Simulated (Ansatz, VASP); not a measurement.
# Two plane-wave programs on Ta2N

```
Ta N
1.0
     3.10114    0.00000    0.00000
    -1.55057    2.68567    0.00000
     0.00000    0.00000    4.88189
Ta N
2 1
Direct
  0.66667 0.33333 0.74407
  0.33333 0.66667 0.25426
  0.00000 0.00000 0.02151
```

Change from the starting cell: mode 9 (548.2 1/cm) frozen in, largest displacement +0.105 Å.

Alike in both runs: task single point; functional PBE; k mesh 18 × 18 × 10; occupations gaussian, width 0.15 eV; no spin polarisation.

|  | VASP | Ansatz |
| --- | --- | --- |
| version | VASP 6.6.1 | Ansatz 0.2.0 |
| potentials or method | VASP PAW PBE potentials, release 64 (Ta_pv, N), cutoff 520 eV | scalar-relativistic, plane waves, PAW |
| valence electrons in the cell | 27 | 31 |

VASP gave:

* gap on the k mesh at the Fermi level (eV): none
* pressure (GPa): 1.5
* traceless stress, the component that is largest in VASP (GPa): -0.81
* rms of the force components (eV/Å): 0.658

Question: What did Ansatz give for the same quantities?

Answer: gap on the k mesh at the Fermi level (eV): none; pressure (GPa): 1.1; traceless stress, the component that is largest in VASP (GPa): -0.75; rms of the force components (eV/Å): 0.653.

Atom by atom the forces differ by 0.023 eV/Å (rms over components). A gap of «none» marks a metal or a gap that the smearing closes. VASP's potentials hold 27 valence electrons a cell and Ansatz's 31, so a difference there can come from the potentials and not from the codes.

Spin-orbit coupling is off throughout.
